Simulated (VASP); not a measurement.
Here is a VASP 6.6.1 calculation.

INCAR

```
PREC = Accurate
ENCUT = 750
EDIFF = 1E-6
ISMEAR = 0
SIGMA = 0.05
LREAL = False
LASPH = True
NELM = 120
ALGO = Normal
ISIF = 2
LWAVE = False
LCHARG = False
GGA = PE
IVDW = 13
NBANDS = 13
GGA_COMPAT = False
```

File KPOINTS:

```
Automatic mesh
0
Gamma
  8 8 8
```

Contents of POSCAR:

```
Li2Se
1.0
    0.0000000000      2.9484249488      2.9484249488
    2.9484249488      0.0000000000      2.9484249488
    2.9484249488      2.9484249488      0.0000000000
Li Se
2 1
Direct
    0.2500000000      0.2500000000      0.2500000000
    0.7500000000      0.7500000000      0.7500000000
    0.0000000000      0.0000000000      0.0000000000
```

Potentials or basis: VASP PAW PBE potentials, release 64 (Li_sv, Se).

The run is started by

```bash
$ cat potpaw_PBE.64/Li_sv/POTCAR potpaw_PBE.64/Se/POTCAR > POTCAR
$ mpirun -np 1 vasp_std > vasp.out
```

Question: Estimate the band gap on the k mesh.

Answer: 2.93 eV, indirect (least direct gap 3.62 eV).

Question: Estimate the dispersion energy per atom.

Answer: -0.123 eV.

Question: Estimate the pressure.

Answer: 0.7 GPa.

 A k mesh can miss the band edges.
